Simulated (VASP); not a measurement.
## Si3C: single point with PBE

The system is Si3C.

```
Si C
1.0
     2.77232    0.00000    0.00000
    -1.38616    2.40090    0.00000
     0.00000    0.00000    8.77432
Si C
3 1
Cartesian
  0.0000 1.6006 6.5807
  0.0000 1.6006 2.1936
  1.3862 0.8003 0.0000
  1.3862 0.8003 4.3872
```

| Quantity | Value |
| --- | --- |
| Program | VASP 6.6.1 |
| Task | single point |
| Functional | PBE |
| Potentials or basis | VASP PAW PBE potentials, release 64 (Si, C) |
| Cutoff | 600 eV |
| k mesh | 6 × 6 × 2 |
| Occupations | gaussian, width 0.1 eV |
| Spin | collinear spin, ferromagnetic start |
| Starting moments | [0.0, 0.0, 0.0, 1.0] μB |

| Item | Value |
| --- | --- |
| Pressure | -12.4 GPa |
| Largest force | 1.628 eV/Å |
| Band gap on the k mesh | zero (filled and empty bands overlap) |
| Net moment | 0.00 μB per cell |
| Valence electrons inside the program's atomic spheres | Si 1.49, 1.54; C 2.00 |

Forces in eV/Å, atoms in the order of the input:
```
Si   0.000  0.000 -1.628
Si   0.000  0.000  1.628
Si   0.000  0.000  0.000
C    0.000  0.000  0.000
```

Stress tensor (GPa, compression positive):
```
-10.98   0.00   0.00
  0.00 -10.98   0.00
  0.00   0.00 -15.36
```

Levels at points of the mesh, in eV from the Fermi level:
Spin up:
| k point | band 6 | band 7 | band 8 | band 9 | band 10 | band 11 |
| --- | --- | --- | --- | --- | --- | --- |
| (0.00, 0.00, 0.00) | 1.18 | 1.98 | 3.13 | 3.13 | 8.02 | 8.02 |
| (0.50, 0.00, 0.00) | -4.72 | -1.83 | -1.31 | -0.92 | 1.13 | 1.57 |
| (0.00, 0.00, 0.50) | -2.44 | 3.13 | 3.13 | 4.95 | 7.30 | 7.99 |
| (0.50, 0.00, 0.50) | -3.73 | -3.07 | -2.94 | 1.42 | 1.59 | 2.02 |
Spin down:
```
           k point  band 4  band 5  band 6  band 7  band 8  band 9  band 10  band 11  band 12  band 13
(0.00, 0.00, 0.00)   -7.32   -5.82    1.18    1.98    3.13    3.13     8.02     8.02     8.81     9.34
(0.50, 0.00, 0.00)   -6.24   -5.46   -4.72   -1.83   -1.31   -0.92     1.13     1.57     3.47     4.22
(0.00, 0.00, 0.50)   -9.33   -2.96   -2.44    3.13    3.13    4.95     7.30     7.99     7.99     9.39
(0.50, 0.00, 0.50)   -6.22   -5.12   -3.73   -3.07   -2.94    1.42     1.59     2.02     3.29     3.31
```

Wall time 37 s on 1 thread of Intel Xeon 6975P-C (shared host), peak memory 0.22 GiB.

Caveat: the k points lie up to 0.44 Å⁻¹ apart; forces of over 1 eV/Å act on the atoms, so gaps and moduli don't describe the material at rest.
